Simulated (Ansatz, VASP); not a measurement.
**One calculation of NaF, two programs**

```xyz
2
Lattice="0.0000 2.3546 2.2766 2.3546 0.0000 2.2766 2.3546 2.3546 0.0000" Properties=species:S:1:pos:R:3 pbc="T T T"
Na    0.0000    0.0000    0.0000
F     2.3546    2.3546    2.2766
```

Change from the starting cell: epitaxial_xy strain +2.5%.

Alike in both runs: task single point; functional PBE; k mesh 10 × 10 × 10; occupations fermi-dirac, width 0.02 eV; no spin polarisation.

|  | VASP | Ansatz |
| --- | --- | --- |
| version | VASP 6.6.1 | Ansatz 0.2.0 |
| potentials or method | VASP PAW PBE potentials, release 64 (Na_pv, F) | plane waves, PAW |
| plane-wave cutoff (eV) | 520 | 420 |
| valence electrons in the cell | 14 | 16 |

Ansatz gave:

```
gap on the k mesh at the Fermi level (eV)                     : 6.23
pressure (GPa)                                                : 1.5
traceless stress, the component that is largest in VASP (GPa) : 1.92
```

**Question.** What did VASP give for the same quantities?

**Answer.** gap on the k mesh at the Fermi level (eV): 6.22; pressure (GPa): 1.4; traceless stress, the component that is largest in VASP (GPa): 1.98.

VASP's potentials hold 14 valence electrons a cell and Ansatz's 16, so a difference there can come from the potentials and not from the codes.
